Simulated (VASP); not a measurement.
Here is a VASP 6.6.1 calculation.

File INCAR:

```
SYSTEM = Ga3N2
PREC     = Accurate       ! precision mode
ENCUT    = 520            ! plane-wave cutoff, eV
EDIFF    = 1E-6           ! SCF threshold, eV
ISMEAR   = 0              ! smearing method
SIGMA    = 0.1            ! smearing width, eV
LREAL    = .FALSE.        ! projectors in reciprocal space
LASPH    = .TRUE.         ! aspherical terms in the spheres
NELM     = 100            ! most SCF steps
ALGO     = Normal         ! electronic algorithm
ISIF     = 2              ! what is computed and relaxed
LWAVE    = .FALSE.        ! write WAVECAR
LCHARG   = .FALSE.        ! write CHGCAR
GGA      = PE             ! functional
NBANDS   = 60             ! bands
```

File KPOINTS:

```
Automatic mesh
0
G
  6 6 6
  0 0 0
```

Contents of POSCAR:

```
Ga3N2
1.0
    2.6616194672      1.5366867158      6.6941987018
   -2.6616194672      1.5366867158      6.6941987018
    0.0000000000     -3.0733734317      6.6941987017
Ga N
6 4
Direct
    0.0461398973      0.4538601027      0.7500000000
    0.7500000000      0.0461398973      0.4538601027
    0.4538601027      0.7500000000      0.0461398973
    0.9538601027      0.5461398973      0.2500000000
    0.2500000000      0.9538601027      0.5461398973
    0.5461398973      0.2500000000      0.9538601027
    0.9023741821      0.9023741821      0.9023741821
    0.5976258179      0.5976258179      0.5976258179
    0.0976258179      0.0976258179      0.0976258179
    0.4023741821      0.4023741821      0.4023741821
```

Potentials or basis: VASP PAW PBE potentials, release 64 (Ga_d, N).

Command:

```console
$ cat potpaw_PBE.64/Ga_d/POTCAR potpaw_PBE.64/N/POTCAR > POTCAR
$ mpirun -np 1 vasp_std > vasp.out
```

(1) Estimate the pressure.

(2) Estimate the largest force.

Results:

(1) 0.0 GPa.

(2) 0.022 eV/Å.
